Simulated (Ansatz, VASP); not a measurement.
## One calculation of InSb, two programs

The input INCAR:

```
SYSTEM = InSb
  PREC = Accurate
  ENCUT = 520
  EDIFF = 1E-6
  ISMEAR = 0
  SIGMA = 0.15
  LREAL = .FALSE.
  LASPH = .TRUE.
  NELM = 80
  ALGO = Normal
  ISIF = 2
  LWAVE = .FALSE.
  LCHARG = .FALSE.
  GGA = PE
  NBANDS = 16
```

File KPOINTS:

```
regular mesh
0
G
  14 14 14
  0 0 0
```

The input POSCAR:

```
InSb
1.0
    0.0000000000      3.1779648043      2.6491514608
    3.1779648043      0.0000000000      2.6491514608
    3.1779648043      3.1779648043      0.0000000000
In Sb
1 1
Direct
    0.0000000000      0.0000000000      0.0000000000
    0.5000000000      0.5000000000      0.5000000000
```

Input for Ansatz:

```yaml
crystal:
  lattice:
    - [0.0, 3.1779648043, 2.6491514608]
    - [3.1779648043, 0.0, 2.6491514608]
    - [3.1779648043, 3.1779648043, 0.0]
  atoms:
    - { symbol: In, position: [0.0, 0.0, 0.0] }
    - { symbol: Sb, position: [0.5, 0.5, 0.5] }
basis:
  ecutwfc: 420
kpoints:
  mp_grid: { grid: [14, 14, 14] }
hamiltonian:
  xc: pbe
  pseudopotentials: { kind: paw, azcp: { folder: soft_1 } }
scf:
  occupations: { method: gaussian, width: 0.15 }
output:
  forces: true
  stress: true
  eigenvalues: true
```

Alike in both runs: task single point; functional PBE; k mesh 14 × 14 × 14; occupations gaussian, width 0.15 eV; no spin polarisation.

|  | VASP | Ansatz |
| --- | --- | --- |
| version | VASP 6.6.1 | Ansatz 0.2.0 |
| potentials or method | VASP PAW PBE potentials, release 64 (In_d, Sb), cutoff 520 eV | scalar-relativistic, plane waves, PAW |
| valence electrons in the cell | 18 | 28 |

```csv
,VASP,Ansatz,Ansatz less VASP
gap on the k mesh at the Fermi level (eV),none,none,-
pressure (GPa),9.8,9.9,+0.06
"traceless stress, the component that is largest in VASP (GPa)",19.98,20.06,+0.081
```

A gap of «none» marks a metal or a gap that the smearing closes. VASP's potentials hold 18 valence electrons a cell and Ansatz's 28, so a difference there can come from the potentials and not from the codes.

Neither program's run includes spin-orbit coupling.
